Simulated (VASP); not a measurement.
Input of a VASP 6.6.1 run:

POSCAR

```
F
1.0
    0.0000000000      1.6646978308      1.6646978308
    1.6646978308      0.0000000000      1.6646978308
    1.6646978308      1.6646978308      0.0000000000
F
1
Direct
    0.0000000000      0.0000000000      0.0000000000
```

The input INCAR.step1:

```
ALGO = Normal
EDIFF = 1E-4
ENCUT = 600
GGA = PE
ISMEAR = 0
LASPH = T
LCHARG = F
LREAL = F
LWAVE = T
NELM = 100
PREC = Accurate
SIGMA = 0.1
```

INCAR.step2

```
ALGO = Normal
EDIFF = 1E-6
EDIFFG = -0.01
ENCUT = 600
IBRION = 2
ISIF = 3
ISMEAR = 0
ISTART = 1
LASPH = T
LCHARG = F
LMIXTAU = T
LREAL = F
LWAVE = F
METAGGA = R2SCAN
NELM = 100
NSW = 100
PREC = Accurate
SIGMA = 0.1
```

KPOINTS

```
k-points
0
Gamma
  28 28 28
```

Potentials or basis: VASP PAW PBE potentials, release 64 (F).

Launch:

```bash
$ cat potpaw_PBE.64/F/POTCAR > POTCAR
$ cp INCAR.step1 INCAR
$ mpirun -np 1 vasp_std > vasp.out
$ cp INCAR.step2 INCAR
$ mpirun -np 1 vasp_std > vasp.out
```

What does it give for the relaxed cell?

a = 2.344 Å, b = 2.344 Å, c = 2.344 Å, α = 60.00°, β = 60.00°, γ = 60.00°.

Predict the space group after relaxing (to 0.05 Å).

Fm-3m (No. 225).

What does it give for the relaxed volume?

9.11 Å³/atom.

Final structure:
```
F
1.0
     0.00000    1.65748    1.65748
     1.65748    0.00000    1.65748
     1.65748    1.65748    0.00000
F
1
Direct
  0.00000 0.00000 0.00000
```

Caveat: the PAW data sets were made with another functional, which shifts forces and pressure a little; an odd number of electrons without spin polarisation forces a metal; a magnetic or distorted state may lie lower.
